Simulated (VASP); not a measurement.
# BN: single point with PBE+D3(BJ)

Crystal: BN.

```xyz
4
Lattice="2.4982 0.0000 0.0000 -1.2491 2.1635 0.0000 0.0000 0.0000 6.6357" Properties=species:S:1:pos:R:3 pbc="T T T"
B     0.0000    1.4424    1.6589
B     1.2491    0.7212    4.9768
N     0.0000    1.4424    4.9768
N     1.2491    0.7212    1.6589
```

- Program: VASP 6.6.1
- Task: single point
- Functional: PBE
- Dispersion: D3(BJ)
- Potentials or basis: VASP PAW PBE potentials, release 64 (B, N)
- Cutoff: 520 eV
- k mesh: 9 × 9 × 4
- Occupations: gaussian, width 0.1 eV
- Spin: no spin polarisation

```
Pressure                   : 2.4 GPa
Band gap on the k mesh     : 4.41 eV, indirect (least direct gap 4.66 eV)
Dispersion energy per atom : -0.142 eV
```

Stress tensor (GPa, compression positive):
```
 3.76  0.00  0.00
 0.00  3.76  0.00
 0.00  0.00 -0.23
```

Levels at points of the mesh, in eV from the valence-band top:
| k point | band 4 | band 5 | band 6 | band 7 | band 8 | band 9 | band 10 | band 11 | band 12 | band 13 |
| --- | --- | --- | --- | --- | --- | --- | --- | --- | --- | --- |
| (0.00, 0.00, 0.00) | -4.12 | -1.32 | -1.32 | -1.29 | -1.29 | 5.27 | 10.35 | 11.61 | 11.61 | 11.73 |
| (0.00, 0.00, 0.50) | -5.31 | -1.30 | -1.30 | -1.30 | -1.30 | 7.64 | 7.64 | 11.67 | 11.67 | 11.67 |

It took 12 s on 1 thread of Intel(R) Xeon(R) Platinum 8488C (Sapphire Rapids), on a shared host, peak memory 0.16 GiB.

A k mesh can miss the band edges. Expect the measured gap to be larger: semilocal functionals such as PBE lack the derivative discontinuity.
